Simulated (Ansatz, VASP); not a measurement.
**Two plane-wave programs on N**

```
CELL_PARAMETERS angstrom
4.08406 0.00000 0.00000
0.00000 4.08406 0.00000
0.00000 0.00000 5.34591
ATOMIC_POSITIONS crystal
N 0.40428 0.59572 0.50000
N 0.09572 0.09572 0.00000
N 0.59572 0.40428 0.50000
N 0.90428 0.90428 0.00000
```

Alike in both runs: task single point; functional PBE-based screened hybrid with a share of 0.25 of exact exchange and HFSCREEN = 0.6; k mesh 4 × 4 × 3; occupations fermi-dirac, width 0.05 eV; no spin polarisation.

```csv
,VASP,Ansatz
version,VASP 6.6.1,Ansatz 0.2.0
potentials or method,"VASP PAW PBE potentials, release 64 (N)",Ansatz PAW
plane-wave cutoff (eV),520,420
valence electrons in the cell,20,20
```

```tsv
	VASP	Ansatz	Ansatz less VASP
gap on the k mesh at the Fermi level (eV)	8.09	8.15	+0.061
least direct gap on the mesh (eV)	8.29	8.35	+0.062
pressure (GPa)	-0.1	-2.5	-2.35
traceless stress, the component that is largest in VASP (GPa)	0.38	2.95	+2.570
rms of the force components (eV/Å)	0.152	1.289	+1.1369
```

VASP's potentials were made for PBE, not for PBE-based screened hybrid. Atom by atom the forces differ by 1.137 eV/Å (rms over components). One of these differences is far larger than is usual between the two programs; its cause wasn't traced. The functional is the same, so the differences come from potentials, cutoffs and numerics.

Noted on VASP's run: the standard files for N, O and F lose accuracy on very short bonds. Noted on Ansatz's run: odd divisions of the mesh miss points on the zone boundary, where band edges often lie, so the gap on the mesh can be too wide.
